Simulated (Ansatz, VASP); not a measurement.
# BeS: VASP beside Ansatz

The input INCAR:

```
SYSTEM = BeS
PREC = Accurate
ENCUT = 600
EDIFF = 1E-7
ISMEAR = 0
SIGMA = 0.02
LREAL = .FALSE.
LASPH = .TRUE.
NELM = 80
ALGO = Normal
ISIF = 3
LWAVE = .FALSE.
LCHARG = .FALSE.
GGA = PE
IBRION = 2
NSW = 100
EDIFFG = -0.01
```

KPOINTS

```
Automatic mesh
0
G
  8 8 8
  0 0 0
```

POSCAR

```
BeS
1.0
    0.0000000000      2.4394627138      2.4394627138
    2.4394627138      0.0000000000      2.4394627138
    2.4394627138      2.4394627138      0.0000000000
Be S
1 1
Direct
    0.0000000000      0.0000000000      0.0000000000
    0.7500000000      0.7500000000      0.7500000000
```

Input for Ansatz:

```yaml
crystal:
  lattice:
    - [0.0, 2.4394627138, 2.4394627138]
    - [2.4394627138, 0.0, 2.4394627138]
    - [2.4394627138, 2.4394627138, 0.0]
  atoms:
    - { symbol: Be, position: [0.0, 0.0, 0.0] }
    - { symbol: S, position: [0.75, 0.75, 0.75] }
basis:
  ecutwfc: 420
kpoints:
  mp_grid: { grid: [8, 8, 8] }
hamiltonian:
  xc: pbe
scf:
  occupations: { method: gaussian, width: 0.02 }
output:
  forces: true
  stress: true
  eigenvalues: true
relax:
  adjacent_minimum: "off"
  f_tol: 0.01
  max_steps: 80
  cell: { stress_tol: 0.05 }
```

Change from the starting cell: the structure that the rattled cell fell into.

Alike in both runs: task relaxation of cell and atoms; functional PBE; k mesh 8 × 8 × 8; occupations gaussian, width 0.02 eV; no spin polarisation.

|  | VASP | Ansatz |
| --- | --- | --- |
| version | VASP 6.6.1 | Ansatz 0.2.0 |
| potentials or method | VASP PAW PBE potentials, release 64 (Be, S), cutoff 600 eV | scalar-relativistic, plane waves, PAW |
| valence electrons in the cell | 8 | 8 |

|  | VASP | Ansatz | Ansatz less VASP |
| --- | --- | --- | --- |
| gap on the k mesh at the Fermi level, each at its own relaxed structure (eV) | 3.15 | 3.15 | -0.002 |
| relaxed volume (Å³/atom) | 14.49 | 14.49 | -0.002 |
| relaxed cell length with the largest relative difference (Å) | 3.448 | 3.448 | -0.0002 |
